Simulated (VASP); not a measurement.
Set up this calculation in VASP 6.6.1, as the native input.

| Item | Value |
| --- | --- |
| Task | electric field gradients |
| Functional | PBEsol |
| Potentials or basis | VASP PAW PBE potentials, release 64 (Zr_sv, C) |
| Cutoff | 520 eV |
| k mesh | 15 × 15 × 15 |
| Occupations | fermi-dirac, width 0.05 eV |
| Spin | no spin polarisation |
| Dipole correction | no |
| Further INCAR settings | ALGO = Normal; EDIFF = 1e-08; NBANDS = 15 |

The structure of ZrC lies in POSCAR:

```
ZrC
1.0
    0.0000000000      2.3264688819      2.3264688819
    2.3264688819      0.0000000000      2.3264688819
    2.3264688819      2.3264688819      0.0000000000
Zr C
1 1
Direct
    0.5000000000      0.5000000000      0.5000000000
    0.0000000000      0.0000000000      0.0000000000
```

This cell differs from its parent crystal: volume scaled by 0.97.

The input as run:

INCAR

```
SYSTEM = ZrC
ALGO = Normal
EDIFF = 1E-8
ENCUT = 520
GGA = PS
ISIF = 2
ISMEAR = -1
LASPH = .True.
LCHARG = .False.
LEFG = .True.
LREAL = .False.
LWAVE = .False.
NBANDS = 15
NELM = 60
PREC = Accurate
SIGMA = 0.05
```

KPOINTS

```
k-points
0
Gamma
  15 15 15
  0 0 0
```

Potentials or basis: VASP PAW PBE potentials, release 64 (Zr_sv, C).

Launch:

```console
$ cat potpaw_PBE.64/Zr_sv/POTCAR potpaw_PBE.64/C/POTCAR > POTCAR
$ mpirun -np 1 vasp_std > vasp.out
```

Results of the run:

```
Pressure               : 2.9 GPa
Band gap on the k mesh : zero (band 8 reaches 10.81 eV, above the bottom of band 9 at 9.48 eV)
```

Caveat: without QUAD_EFG the Cq values of the log hold for a quadrupole moment of 1 mb, not for the nuclei; the PAW data sets were made with another functional, which shifts forces and pressure a little.

Wall time 25 s on 1 thread of Intel(R) Xeon(R) Platinum 8375C CPU @ 2.90GHz (Ice Lake), with other jobs on the host, peak memory 0.17 GiB.
